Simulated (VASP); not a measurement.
# CaS (Fm-3m) in VASP: notebook

CaS is run at these levels: PBE; tasks: single point.

Program: VASP 6.6.1. These are calculated values, not measurements. Logs are shortened: lines on timing, memory, paths and dates and some standing lists are left out, and cuts for length are marked.

## Step 1: The cell of the first run

Symmetry: Fm-3m, No. 225, cubic system. The conventional cell has a = 5.696 Å, b = 5.696 Å, c = 5.696 Å, α = 90.00°, β = 90.00°, γ = 90.00°. Within 3.8 Å of Ca (site symmetry m-3m) lie 6 S at 2.85 Å. S (site symmetry m-3m) has 6 Ca at 2.85 Å within 3.8 Å.

## Step 2: Single point, PBE

INCAR

```
PREC     = Accurate       # precision mode
ENCUT    = 500            # plane-wave cutoff, eV
EDIFF    = 1E-6           # SCF threshold, eV
ISMEAR   = 0              # smearing method
SIGMA    = 0.01           # smearing width, eV
LREAL    = F              # projectors in reciprocal space
LASPH    = T              # aspherical terms in the spheres
NELM     = 120            # most SCF steps
ALGO     = Normal         # electronic algorithm
ISIF     = 2              # what is computed and relaxed
LWAVE    = F              # write WAVECAR
LCHARG   = T              # write CHGCAR
GGA      = PE             # functional
LELF     = T              # ELF
LVHAR    = T            
NBANDS   = 15             # bands
GGA_COMPAT= F
```

KPOINTS

```
regular mesh
0
Gamma
  6 6 6
```

POSCAR

```
CaS
1.0
    0.0000000000      2.8479357439      2.8479357439
    2.8479357439      0.0000000000      2.8479357439
    2.8479357439      2.8479357439      0.0000000000
Ca S
1 1
Direct
    0.0000000000      0.0000000000      0.0000000000
    0.5000000000      0.5000000000      0.5000000000
```

Potentials or basis: VASP PAW PBE potentials, release 64 (Ca_sv, S).

On the command line:

```sh
$ cat potpaw_PBE.64/Ca_sv/POTCAR potpaw_PBE.64/S/POTCAR > POTCAR
$ mpirun -np 1 vasp_std > vasp.out
```

OUTCAR:

```text
PREC = Accurate
   ENCUT = 500
   EDIFF = 1E-6
   ISMEAR = 0
   LREAL = F
   LASPH = T
   NELM = 120
   ISIF = 2
   GGA = PE

 ion  position               nearest neighbor table
   1  0.000  0.000  0.000-   2 2.85   2 2.85   2 2.85   2 2.85   2 2.85   2 2.85
   2  0.500  0.500  0.500-   1 2.85   1 2.85   1 2.85   1 2.85   1 2.85   1 2.85

  LATTYP: Found a face centered cubic cell.
 ALAT       =     5.6958714878

  Lattice vectors:

 A1 = (   0.0000000000,   2.8479357439,   2.8479357439)
 A2 = (   2.8479357439,   0.0000000000,   2.8479357439)
 A3 = (   2.8479357439,   2.8479357439,   0.0000000000)

Analysis of symmetry for initial positions (statically):
=====================================================================
 Subroutine PRICEL returns:
 Original cell was already a primitive cell.

 Routine SETGRP: Setting up the symmetry group for a
 face centered cubic supercell.

 Subroutine GETGRP returns: Found 48 space group operations
 (whereof 48 operations were pure point group operations)
 out of a pool of 48 trial point group operations.

The static configuration has the point symmetry O_h .

Analysis of symmetry for dynamics (positions and initial velocities):
=====================================================================
 Subroutine PRICEL returns:
 Original cell was already a primitive cell.

 Routine SETGRP: Setting up the symmetry group for a
 face centered cubic supercell.

 Subroutine GETGRP returns: Found 48 space group operations
 (whereof 48 operations were pure point group operations)
 out of a pool of 48 trial point group operations.

The dynamic configuration has the point symmetry O_h .

 Subroutine INISYM returns: Found 48 space group operations
 (whereof 48 operations are pure point group operations),
 and found     1 'primitive' translations

----------------------------------------------------------------------------------------

                                     Primitive cell

  volume of cell :      46.1977

  direct lattice vectors                    reciprocal lattice vectors
     0.000000000  2.847935744  2.847935744    -0.175565759  0.175565759  0.175565759
     2.847935744  0.000000000  2.847935744     0.175565759 -0.175565759  0.175565759
     2.847935744  2.847935744  0.000000000     0.175565759  0.175565759 -0.175565759

  length of vectors
     4.027589354  4.027589354  4.027589354     0.304088814  0.304088814  0.304088814

  position of ions in fractional coordinates (direct lattice)
     0.000000000  0.000000000  0.000000000
     0.500000000  0.500000000  0.500000000

  ion indices of the primitive-cell ions
   primitive index   ion index
                 1           1
                 2           2

----------------------------------------------------------------------------------------

 KPOINTS: regular mesh

Automatic generation of k-mesh.
 Grid dimensions read from file:
 generate k-points for:    6    6    6

 Generating k-lattice:

  Cartesian coordinates                     Fractional coordinates (reciprocal lattice)
    -0.029260960  0.029260960  0.029260960     0.166666667  0.000000000  0.000000000
     0.029260960 -0.029260960  0.029260960     0.000000000  0.166666667  0.000000000
     0.029260960  0.029260960 -0.029260960     0.000000000  0.000000000  0.166666667

  Length of vectors
     0.050681469  0.050681469  0.050681469

  Shift w.r.t. Gamma in fractional coordinates (k-lattice)
     0.000000000  0.000000000  0.000000000

 Subroutine IBZKPT returns following result:
 ===========================================

 Found     16 irreducible k-points:

 Following reciprocal coordinates:
            Coordinates               Weight
  0.000000  0.000000  0.000000      1.000000
  0.166667  0.000000  0.000000      8.000000
  0.333333  0.000000  0.000000      8.000000
  0.500000  0.000000  0.000000      4.000000
  0.166667  0.166667  0.000000      6.000000
  0.333333  0.166667  0.000000     24.000000
[... 8 lines left out ...]
 -0.333333  0.333333  0.166667     24.000000
 -0.333333  0.500000  0.166667     12.000000
   k-points           NKPTS =     16   k-points in BZ     NKDIM =     16   number of bands    NBANDS=     15
   number of dos      NEDOS =    301   number of ions     NIONS =      2
   total plane-waves  NPLWV =  27000
   dimension x,y,z NGX =    30 NGY =   30 NGZ =   30
   dimension x,y,z NGXF=    60 NGYF=   60 NGZF=   60
   ions per type =               1   1
   NGX,Y,Z   is equivalent  to a cutoff of  12.38, 12.38, 12.38 a.u.
   NGXF,Y,Z  is equivalent  to a cutoff of  24.77, 24.77, 24.77 a.u.
 SYSTEM =  unknown system
   PREC   = accura    normal or accurate (medium, high low for compatibility)
   ISTART =      0    job   : 0-new  1-cont  2-samecut
   ICHARG =      2    charge: 1-file 2-atom 10-const
   ISPIN  =      1    spin polarized calculation?
   LNONCOLLINEAR =      F non collinear calculations
   LSORBIT =      F    spin-orbit coupling
   LASPH  =      T    aspherical Exc in radial PAW
   ENCUT  =  500.0 eV  36.75 Ry    6.06 a.u.   7.34  7.34  7.34*2*pi/ulx,y,z
   NELM   =    120;   NELMIN=  2; NELMDL= -5     # of ELM steps
   EDIFF  = 0.1E-05   stopping-criterion for ELM
   LREAL  =      F    real-space projection
   EDIFFG = 0.1E-04   stopping-criterion for IOM
   NSW    =      0    number of steps for IOM
   IBRION =     -1    ionic relax: 0-MD 1-quasi-New 2-CG
   NFREE  =      0    steps in history (QN), initial steepest desc. (CG)
   ISIF   =      2    stress and relaxation
   ISYM   =      2    0-nonsym 1-usesym 2-fastsym
   POTIM  = 0.5000    time-step for ionic-motion
   TEBEG  =    0.0;   TEEND  =   0.0 temperature during run
   PSTRESS=    0.0 pullay stress
   NELECT =      16.0000    total number of electrons
   NUPDOWN=      -1.0000    fix difference up-down
   EMIN   =  10.00;   EMAX   =-10.00  energy-range for DOS
   EFERMI =   0.00;   METHOD = LEGACY
   ISMEAR =     0;   SIGMA  =   0.01  broadening in eV -4-tet -1-fermi 0-gaus
   EFERMI_NEDOS =   21; number of points for ismear=-14 and -15
   IALGO  =     38    algorithm
   IMIX   =      4    mixing-type and parameters
     AMIX     =   0.40;   BMIX     =  1.00
     AMIX_MAG =   1.60;   BMIX_MAG =  1.00
  volume/ion in A,a.u.               =      23.10       155.88
  Fermi-wavevector in a.u.,A,eV,Ry     =   1.149674  2.172568 17.983499  1.321750
  Thomas-Fermi vector in A             =   2.286342
   LORBIT       =      0    0 simple, 1 ext, 2 COOP (PROOUT), +10 PAW based schemes
   GGA     = PE    functional components
   LHFCALC =     F    Hartree Fock is set to
   AEXX    =    0.0000 exact exchange contribution
   IVDW    =     0    specifies the selected vdW correction
   LEPSILON=     F    determine dielectric tensor
   LRPA    =     F    only Hartree local field effects (RPA)
 non-spin polarized calculation
 Gauss-broadening in eV      SIGMA  =   0.01
  energy-cutoff  :      500.00
  volume of cell :       46.20
 maximum number of plane-waves:      1211
 NGX is ok and might be reduce to    30
   NGX = 15   NGY = 15   NGZ = 15

 number of electron      16.0000004 magnetization

 Free energy of the ion-electron system (eV)
  ---------------------------------------------------
  ext. energy  EPLUGINS =         0.00000000
  ---------------------------------------------------
  free energy    TOTEN  =       -10.36327886 eV

  energy without entropy =      -10.36327886  energy(sigma->0) =      -10.36327886

 E-fermi :   2.7902     XC(G=0):  -9.3132

 val. band max:        2.7253418580   @ k =   0.0000   0.0000   0.0000
 cond. band min:       5.0830202654   @ k =   0.5000   0.5000   0.0000
 fundamental gap:      2.3576784074
 Fermi energy:         2.7902137649

 k-point     1 :       0.0000    0.0000    0.0000
  band No.  band energies     occupation
      1     -36.4746      2.00000
      2     -17.4545      2.00000
      3     -17.4545      2.00000
      4     -17.4545      2.00000
      5      -8.5989      2.00000
      6       2.7253      2.00000
      7       2.7253      2.00000
      8       2.7253      2.00000
      9       6.8696      0.00000
     10       6.8896      0.00000
     11       6.8896      0.00000
     12       6.8896      0.00000
     13       7.4829      0.00000
     14       7.4829      0.00000
     15      13.5894      0.00000

 k-point     2 :       0.1667    0.0000    0.0000
  band No.  band energies     occupation
      1     -36.4718      2.00000
      2     -17.4972      2.00000
      3     -17.4578      2.00000
      4     -17.4578      2.00000
      5      -8.4134      2.00000
      6       1.6829      2.00000
      7       2.3586      2.00000
      8       2.3586      2.00000
      9       6.8992      0.00000
     10       7.2783      0.00000
     11       7.2783      0.00000
     12       8.0975      0.00000
     13       8.1825      0.00000
     14       8.1825      0.00000
     15      13.5938      0.00000

 k-point     3 :       0.3333    0.0000    0.0000
  band No.  band energies     occupation
      1     -36.4661      2.00000
      2     -17.5803      2.00000
      3     -17.4643      2.00000
      4     -17.4643      2.00000
      5      -8.0112      2.00000
      6       0.2381      2.00000
      7       1.7985      2.00000
      8       1.7985      2.00000
      9       7.2624      0.00000
     10       8.2064      0.00000
     11       8.2064      0.00000
     12       9.3898      0.00000
     13       9.6914      0.00000
     14       9.6914      0.00000
     15      12.9582      0.00000

 k-point     4 :       0.5000    0.0000    0.0000
  band No.  band energies     occupation
      1     -36.4633      2.00000
      2     -17.6208      2.00000
      3     -17.4676      2.00000
      4     -17.4676      2.00000
      5      -7.7892      2.00000
      6      -0.3653      2.00000
      7       1.5693      2.00000
      8       1.5693      2.00000
      9       7.9439      0.00000
     10       8.7862      0.00000
     11       8.9209      0.00000
     12       8.9209      0.00000
     13      10.8700      0.00000
     14      10.8700      0.00000
     15      11.5741      0.00000
[... 163 lines left out ...]
 k-point    14 :       0.5000    0.3333    0.1667
  band No.  band energies     occupation
      1     -36.4624      2.00000
      2     -17.5674      2.00000
      3     -17.5077      2.00000
      4     -17.4817      2.00000
      5      -7.9268      2.00000
      6       0.3553      2.00000
      7       1.4926      2.00000
      8       1.6189      2.00000
      9       6.6723      0.00000
     10       8.4196      0.00000
     11       8.9183      0.00000
     12       9.0830      0.00000
     13       9.6160      0.00000
     14      11.0441      0.00000
     15      11.5270      0.00000

 k-point    15 :      -0.3333    0.3333    0.1667
  band No.  band energies     occupation
      1     -36.4606      2.00000
      2     -17.5707      2.00000
      3     -17.5219      2.00000
      4     -17.4911      2.00000
      5      -7.8417      2.00000
      6       0.4045      2.00000
      7       1.0832      2.00000
      8       1.4854      2.00000
      9       7.6228      0.00000
     10       7.7464      0.00000
     11       9.2094      0.00000
     12       9.3400      0.00000
     13       9.3831      0.00000
     14      11.3901      0.00000
     15      12.0383      0.00000

 k-point    16 :      -0.3333    0.5000    0.1667
  band No.  band energies     occupation
      1     -36.4597      2.00000
      2     -17.5582      2.00000
      3     -17.5214      2.00000
      4     -17.5105      2.00000
      5      -7.8889      2.00000
      6       0.6688      2.00000
      7       1.3229      2.00000
      8       1.3448      2.00000
      9       6.3975      0.00000
     10       8.6265      0.00000
     11       8.6318      0.00000
     12       9.2515      0.00000
     13       9.5178      0.00000
     14      10.5690      0.00000
     15      12.7176      0.00000

------------------------ aborting loop because EDIFF is reached ----------------------------------------

  FORCE on cell =-STRESS in cart. coord.  units (eV):
  Direction    XX          YY          ZZ          XY          YZ          ZX
  --------------------------------------------------------------------------------------
  -------------------------------------------------------------------------------------
  Total        0.1847720      0.1847720      0.1847720     -0.0000000     -0.0000000      0.0000000
  in kB        6.4080540      6.4080540      6.4080540     -0.0000000     -0.0000000      0.0000000
  external PRESSURE =       6.4080540 kB  Pullay stress =       0.0000000 kB

 VOLUME and BASIS-vectors are now :
 -----------------------------------------------------------------------------
  energy-cutoff  :      500.00
  volume of cell :       46.20
      direct lattice vectors                 reciprocal lattice vectors
     0.000000000  2.847935744  2.847935744    -0.175565759  0.175565759  0.175565759
     2.847935744  0.000000000  2.847935744     0.175565759 -0.175565759  0.175565759
     2.847935744  2.847935744  0.000000000     0.175565759  0.175565759 -0.175565759

 POSITION                                       TOTAL-FORCE (eV/Angst)
 -----------------------------------------------------------------------------------
      0.00000      0.00000      0.00000         0.000000      0.000000     -0.000000
      2.84794      2.84794      2.84794        -0.000000     -0.000000      0.000000
 -----------------------------------------------------------------------------------
    total drift:                               -0.000000      0.000000      0.000000

  FREE ENERGIE OF THE ION-ELECTRON SYSTEM (eV)
  ---------------------------------------------------
  free  energy   TOTEN  =       -10.3632788554 eV

  energy  without entropy=      -10.3632788554  energy(sigma->0) =      -10.36327886
```

Wall time 11 s (1 thread of Intel Xeon Platinum 8559C (Emerald Rapids), shared host); peak memory 0.16 GiB.

What came out:

```
Free energy            : -10.3633 eV
Pressure               : 0.6 GPa
Band gap on the k mesh : 2.36 eV (least direct gap 3.16 eV)
```

A k mesh can miss the band edges. PBE gaps usually lie below the measured ones, often by a third to a half.

## Step 3: Single point, PBE

INCAR

```
SYSTEM = CaS
PREC = Accurate
ENCUT = 500
EDIFF = 1E-6
ISMEAR = 0
SIGMA = 0.01
LREAL = .False.
LASPH = .True.
NELM = 120
ALGO = Normal
ISIF = 2
LWAVE = .False.
LCHARG = .False.
GGA = PE
NBANDS = 15
GGA_COMPAT = .False.
```

KPOINTS

```
regular mesh
0
Gamma
  6 6 6
  0 0 0
```

POSCAR is that of step 2.

Potentials or basis: VASP PAW PBE potentials, release 64 (Ca_sv, S).

On the command line:

```sh
$ cat potpaw_PBE.64/Ca_sv/POTCAR potpaw_PBE.64/S/POTCAR > POTCAR
$ mpirun -np 1 vasp_std > vasp.out
```

It took 10 s on 1 thread of Intel Xeon Platinum 8559C (Emerald Rapids), shared host; peak memory 0.16 GiB.

Results (log left out):

- Free energy: -10.3633 eV
- Pressure: 0.6 GPa
- Band gap on the k mesh: 2.36 eV (least direct gap 3.16 eV)

Levels at points of the mesh, in eV from the valence-band top:
```tsv
k point	band 4	band 5	band 6	band 7	band 8	band 9	band 10	band 11	band 12	band 13
(0.00, 0.00, 0.00)	-20.18	-11.32	0.00	0.00	0.00	4.14	4.16	4.16	4.16	4.76
(0.50, 0.00, 0.00)	-20.19	-10.51	-3.09	-1.16	-1.16	5.22	6.06	6.20	6.20	8.14
(0.50, 0.50, 0.00)	-20.23	-10.70	-2.27	-0.81	-0.81	2.36	5.60	6.02	6.77	6.79
```
